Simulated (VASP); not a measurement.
# Cu (Fd-3m) in VASP: notebook

The runs below take Cu through single point, with PBEsol.

Program: VASP 6.6.1. These are calculated values, not measurements. Logs are shortened: lines on timing, memory, paths and dates and some standing lists are left out, and cuts for length are marked.

## (1) The cell of the first run

Symmetry: Fd-3m, No. 227, cubic system. The conventional cell has a = 5.123 Å, b = 5.123 Å, c = 5.123 Å, α = 90.00°, β = 90.00°, γ = 90.00°. Within 2.9 Å of Cu (site symmetry -43m) lie 4 Cu at 2.22 Å.

## (2) Single point, PBEsol

Input file INCAR:

```
SYSTEM = Cu
PREC     = Accurate       ! precision mode
ENCUT    = 520            ! plane-wave cutoff, eV
EDIFF    = 1E-6           ! SCF threshold, eV
ISMEAR   = -1             ! smearing method
SIGMA    = 0.1            ! smearing width, eV
LREAL    = .FALSE.        ! projectors in reciprocal space
LASPH    = .TRUE.         ! aspherical terms in the spheres
NELM     = 60             ! most SCF steps
ALGO     = Normal         ! electronic algorithm
ISIF     = 2              ! what is computed and relaxed
LWAVE    = .FALSE.        ! write WAVECAR
LCHARG   = .FALSE.        ! write CHGCAR
GGA      = PS             ! functional
NBANDS   = 18             ! bands
```

Input file KPOINTS:

```
regular mesh
0
G
  15 15 15
  0 0 0
```

Input file POSCAR:

```
Cu
1.0
    0.0000000000      2.5613190174      2.5613190174
    2.5613190174      0.0000000000      2.5613190174
    2.5613190174      2.5613190174      0.0000000000
Cu
2
Direct
    0.0000000000      0.0000000000      0.0000000000
    0.2500000000      0.2500000000      0.2500000000
```

Potentials or basis: VASP PAW PBE potentials, release 64 (Cu).

Launch:

```sh
> cat potpaw_PBE.64/Cu/POTCAR > POTCAR
> mpirun -np 1 vasp_std > vasp.out
```

OUTCAR:

```text
SYSTEM = Cu
   PREC = Accurate
   ENCUT = 520
   EDIFF = 1E-6
   ISMEAR = -1
   LREAL = .FALSE.
   LASPH = .TRUE.
   NELM = 60
   ISIF = 2
   GGA = PS

 ion  position               nearest neighbor table
   1  0.000  0.000  0.000-   2 2.22   2 2.22   2 2.22   2 2.22
   2  0.250  0.250  0.250-   1 2.22   1 2.22   1 2.22   1 2.22

  LATTYP: Found a face centered cubic cell.
 ALAT       =     5.1226380348

  Lattice vectors:

 A1 = (   0.0000000000,   2.5613190174,   2.5613190174)
 A2 = (   2.5613190174,   0.0000000000,   2.5613190174)
 A3 = (   2.5613190174,   2.5613190174,   0.0000000000)

Analysis of symmetry for initial positions (statically):
=====================================================================
 Subroutine PRICEL returns:
 Original cell was already a primitive cell.

 Routine SETGRP: Setting up the symmetry group for a
 face centered cubic supercell.

 Subroutine GETGRP returns: Found 48 space group operations
 (whereof 24 operations were pure point group operations)
 out of a pool of 48 trial point group operations.

The static configuration has the point symmetry T_d .
 The point group associated with its full space group is O_h .

Analysis of symmetry for dynamics (positions and initial velocities):
=====================================================================
 Subroutine PRICEL returns:
 Original cell was already a primitive cell.

 Routine SETGRP: Setting up the symmetry group for a
 face centered cubic supercell.

 Subroutine GETGRP returns: Found 48 space group operations
 (whereof 24 operations were pure point group operations)
 out of a pool of 48 trial point group operations.

The dynamic configuration has the point symmetry T_d .
 The point group associated with its full space group is O_h .

 Subroutine INISYM returns: Found 48 space group operations
 (whereof 24 operations are pure point group operations),
 and found     1 'primitive' translations

----------------------------------------------------------------------------------------

                                     Primitive cell

  volume of cell :      33.6063

  direct lattice vectors                    reciprocal lattice vectors
     0.000000000  2.561319017  2.561319017    -0.195211919  0.195211919  0.195211919
     2.561319017  0.000000000  2.561319017     0.195211919 -0.195211919  0.195211919
     2.561319017  2.561319017  0.000000000     0.195211919  0.195211919 -0.195211919

  length of vectors
     3.622252092  3.622252092  3.622252092     0.338116962  0.338116962  0.338116962

  position of ions in fractional coordinates (direct lattice)
     0.000000000  0.000000000  0.000000000
     0.250000000  0.250000000  0.250000000

  ion indices of the primitive-cell ions
   primitive index   ion index
                 1           1
                 2           2

----------------------------------------------------------------------------------------

 KPOINTS: regular mesh

Automatic generation of k-mesh.
 Grid dimensions read from file:
 generate k-points for:   15   15   15

 Generating k-lattice:

  Cartesian coordinates                     Fractional coordinates (reciprocal lattice)
    -0.013014128  0.013014128  0.013014128     0.066666667  0.000000000  0.000000000
     0.013014128 -0.013014128  0.013014128     0.000000000  0.066666667  0.000000000
     0.013014128  0.013014128 -0.013014128     0.000000000  0.000000000  0.066666667

  Length of vectors
     0.022541131  0.022541131  0.022541131

  Shift w.r.t. Gamma in fractional coordinates (k-lattice)
     0.000000000  0.000000000  0.000000000

 Subroutine IBZKPT returns following result:
 ===========================================

 Found    120 irreducible k-points:

 Following reciprocal coordinates:
            Coordinates               Weight
  0.000000  0.000000  0.000000      1.000000
  0.066667  0.000000  0.000000      8.000000
  0.133333  0.000000  0.000000      8.000000
  0.200000  0.000000  0.000000      8.000000
  0.266667  0.000000  0.000000      8.000000
  0.333333  0.000000  0.000000      8.000000
[... 16 lines left out ...]
  0.133333  0.133333  0.000000      6.000000
  0.200000  0.133333  0.000000     24.000000
 [... further k-points ...]
   k-points           NKPTS =    120   k-points in BZ     NKDIM =    120   number of bands    NBANDS=     18
   number of dos      NEDOS =    301   number of ions     NIONS =      2
   total plane-waves  NPLWV =  21952
   dimension x,y,z NGX =    28 NGY =   28 NGZ =   28
   dimension x,y,z NGXF=    56 NGYF=   56 NGZF=   56
   ions per type =               2
   NGX,Y,Z   is equivalent  to a cutoff of  12.85, 12.85, 12.85 a.u.
   NGXF,Y,Z  is equivalent  to a cutoff of  25.70, 25.70, 25.70 a.u.
 SYSTEM =  Cu
   PREC   = accura    normal or accurate (medium, high low for compatibility)
   ISTART =      0    job   : 0-new  1-cont  2-samecut
   ICHARG =      2    charge: 1-file 2-atom 10-const
   ISPIN  =      1    spin polarized calculation?
   LNONCOLLINEAR =      F non collinear calculations
   LSORBIT =      F    spin-orbit coupling
   LASPH  =      T    aspherical Exc in radial PAW
   ENCUT  =  520.0 eV  38.22 Ry    6.18 a.u.   6.73  6.73  6.73*2*pi/ulx,y,z
   NELM   =     60;   NELMIN=  2; NELMDL= -5     # of ELM steps
   EDIFF  = 0.1E-05   stopping-criterion for ELM
   LREAL  =      F    real-space projection
   EDIFFG = 0.1E-04   stopping-criterion for IOM
   NSW    =      0    number of steps for IOM
   IBRION =     -1    ionic relax: 0-MD 1-quasi-New 2-CG
   NFREE  =      0    steps in history (QN), initial steepest desc. (CG)
   ISIF   =      2    stress and relaxation
   ISYM   =      2    0-nonsym 1-usesym 2-fastsym
   POTIM  = 0.5000    time-step for ionic-motion
   TEBEG  =    0.0;   TEEND  =   0.0 temperature during run
   PSTRESS=    0.0 pullay stress
   NELECT =      22.0000    total number of electrons
   NUPDOWN=      -1.0000    fix difference up-down
   EMIN   =  10.00;   EMAX   =-10.00  energy-range for DOS
   EFERMI =   0.00;   METHOD = LEGACY
   ISMEAR =    -1;   SIGMA  =   0.10  broadening in eV -4-tet -1-fermi 0-gaus
   EFERMI_NEDOS =   21; number of points for ismear=-14 and -15
   IALGO  =     38    algorithm
   IMIX   =      4    mixing-type and parameters
     AMIX     =   0.40;   BMIX     =  1.00
     AMIX_MAG =   1.60;   BMIX_MAG =  1.00
  volume/ion in A,a.u.               =      16.80       113.39
  Fermi-wavevector in a.u.,A,eV,Ry     =   1.421484  2.686216 27.492170  2.020617
  Thomas-Fermi vector in A             =   2.542289
   LORBIT       =      0    0 simple, 1 ext, 2 COOP (PROOUT), +10 PAW based schemes
   GGA     = PS    functional components
   LHFCALC =     F    Hartree Fock is set to
   AEXX    =    0.0000 exact exchange contribution
   IVDW    =     0    specifies the selected vdW correction
   LEPSILON=     F    determine dielectric tensor
   LRPA    =     F    only Hartree local field effects (RPA)
 non-spin polarized calculation
  energy-cutoff  :      520.00
  volume of cell :       33.61
 maximum number of plane-waves:       926
   NGX = 13   NGY = 13   NGZ = 13

 number of electron      21.9999981 magnetization

 Free energy of the ion-electron system (eV)
  ---------------------------------------------------
  ext. energy  EPLUGINS =         0.00000000
  ---------------------------------------------------
  free energy    TOTEN  =        -6.21900425 eV

  energy without entropy =       -6.19420236  energy(sigma->0) =       -6.20660331

 E-fermi :   3.6945     XC(G=0): -10.7179

 val. band max:        3.6742777108   @ k =  -0.4000   0.4000   0.0667
 cond. band min:       3.7502485809   @ k =  -0.4000   0.2000   0.0000
 fundamental gap:      0.0759708701
 Fermi energy:         3.6945169118

 k-point     1 :       0.0000    0.0000    0.0000
  band No.  band energies     occupation
      1      -3.3203      2.00000
      2       0.2889      2.00000
      3       0.2889      2.00000
      4       0.2889      2.00000
      5       0.2982      2.00000
      6       0.2982      2.00000
[... 10 lines left out ...]
     17      15.1372      0.00000
     18      17.5389      0.00000

 k-point     2 :       0.0667    0.0000    0.0000
  band No.  band energies     occupation
      1      -3.2430      2.00000
      2       0.2177      2.00000
      3       0.2177      2.00000
      4       0.2912      2.00000
      5       0.3833      2.00000
      6       0.3833      2.00000
[... 10 lines left out ...]
     17      15.7797      0.00000
     18      17.7599      0.00000

 k-point     3 :       0.1333    0.0000    0.0000
  band No.  band energies     occupation
      1      -3.0137      2.00000
      2       0.1649      2.00000
      3       0.1649      2.00000
      4       0.2997      2.00000
      5       0.4722      2.00000
      6       0.4722      2.00000
[... 10 lines left out ...]
     17      16.3986      0.00000
     18      17.8964      0.00000

 k-point     4 :       0.2000    0.0000    0.0000
  band No.  band energies     occupation
      1      -2.6412      2.00000
      2       0.1395      2.00000
      3       0.1395      2.00000
      4       0.3175      2.00000
      5       0.5401      2.00000
      6       0.5401      2.00000
[... 375 lines left out ...]
      4       0.2984      2.00000
      5       0.4044      2.00000
      6       0.4706      2.00000
[... 10 lines left out ...]
     17      16.4653      0.00000
     18      17.7255      0.00000

 k-point    23 :       0.1333    0.1333    0.0000
  band No.  band energies     occupation
      1      -2.9102      2.00000
      2       0.0353      2.00000
      3       0.3076      2.00000
      4       0.3076      2.00000
      5       0.3963      2.00000
      6       0.5745      2.00000
[... 10 lines left out ...]
     17      18.1258      0.00000
     18      18.1258      0.00000

 k-point    24 :       0.2000    0.1333    0.0000
  band No.  band energies     occupation
      1      -2.6342      2.00000
      2      -0.0118      2.00000
      3       0.2968      2.00000
      4       0.3158      2.00000
      5       0.4654      2.00000
      6       0.6465      2.00000
[... 10 lines left out ...]
     17      18.4412      0.00000
     18      18.8254      0.00000

 [... further k-points ...]

------------------------ aborting loop because EDIFF is reached ----------------------------------------

  FORCE on cell =-STRESS in cart. coord.  units (eV):
  Direction    XX          YY          ZZ          XY          YZ          ZX
  --------------------------------------------------------------------------------------
  -------------------------------------------------------------------------------------
  Total        1.0622502      1.0622502      1.0622502      0.0000000      0.0000000     -0.0000000
  in kB       50.6426451     50.6426451     50.6426451      0.0000000      0.0000000     -0.0000000
  external PRESSURE =      50.6426451 kB  Pullay stress =       0.0000000 kB

 VOLUME and BASIS-vectors are now :
 -----------------------------------------------------------------------------
  energy-cutoff  :      520.00
  volume of cell :       33.61
      direct lattice vectors                 reciprocal lattice vectors
     0.000000000  2.561319017  2.561319017    -0.195211919  0.195211919  0.195211919
     2.561319017  0.000000000  2.561319017     0.195211919 -0.195211919  0.195211919
     2.561319017  2.561319017  0.000000000     0.195211919  0.195211919 -0.195211919

 POSITION                                       TOTAL-FORCE (eV/Angst)
 -----------------------------------------------------------------------------------
      0.00000      0.00000      0.00000        -0.000000     -0.000000     -0.000000
      1.28066      1.28066      1.28066         0.000000      0.000000      0.000000
 -----------------------------------------------------------------------------------
    total drift:                                0.000000      0.000000      0.000000

  FREE ENERGIE OF THE ION-ELECTRON SYSTEM (eV)
  ---------------------------------------------------
  free  energy   TOTEN  =        -6.2190042496 eV

  energy  without entropy=       -6.1942023645  energy(sigma->0) =       -6.20660331
```

It took 2.1 min on 1 thread of Intel Xeon Platinum 8488C (Sapphire Rapids), shared host; peak memory 0.19 GiB.

What came out:

| Item | Value |
| --- | --- |
| Free energy | -6.2190 eV |
| Pressure | 5.1 GPa |
| Band gap on the k mesh | zero (band 11 reaches 4.20 eV, above the bottom of band 12 at 3.38 eV) |

Caveat: the PAW data sets were made with another functional, which shifts forces and pressure a little.

## (3) Single point, PBEsol

This run uses another cell than the first one, of 17.89 Å³/atom, 1.065 times its volume.

Input file INCAR:

```
ALGO = Normal
EDIFF = 1E-6
ENCUT = 520
GGA = PS
ISIF = 2
ISMEAR = -1
LASPH = T
LCHARG = F
LREAL = F
LWAVE = F
NBANDS = 18
NELM = 60
PREC = Accurate
SIGMA = 0.1
```

Input file KPOINTS:

```
k-points
0
Gamma
  15 15 15
```

Input file POSCAR:

```
Cu
1.0
    0.0000000000      2.6154514555      2.6154514555
    2.6154514555      0.0000000000      2.6154514555
    2.6154514555      2.6154514555      0.0000000000
Cu
2
Direct
    0.0000000000      0.0000000000      0.0000000000
    0.2500000000      0.2500000000      0.2500000000
```

Potentials or basis: VASP PAW PBE potentials, release 64 (Cu).

Launch:

```sh
> cat potpaw_PBE.64/Cu/POTCAR > POTCAR
> mpirun -np 1 vasp_std > vasp.out
```

Run time: 2.1 min. Hardware: 1 thread of Intel Xeon Platinum 8488C (Sapphire Rapids), shared host; peak memory 0.19 GiB.

The run converged. Its results:

* Free energy: -6.2571 eV
* Pressure: 0.1 GPa
* Band gap on the k mesh: zero (band 11 reaches 3.60 eV, above the bottom of band 12 at 2.81 eV)

Levels at points of the mesh, in eV from the Fermi level:
```
           k point  band 7  band 8  band 9  band 10  band 11  band 12  band 13  band 14  band 15  band 16
(0.00, 0.00, 0.00)   -1.98   -1.98   -1.98    -1.25    -1.25    10.20    10.20    10.20    11.05    11.05
```

Caveat: the PAW data sets were made with another functional, which shifts forces and pressure a little.
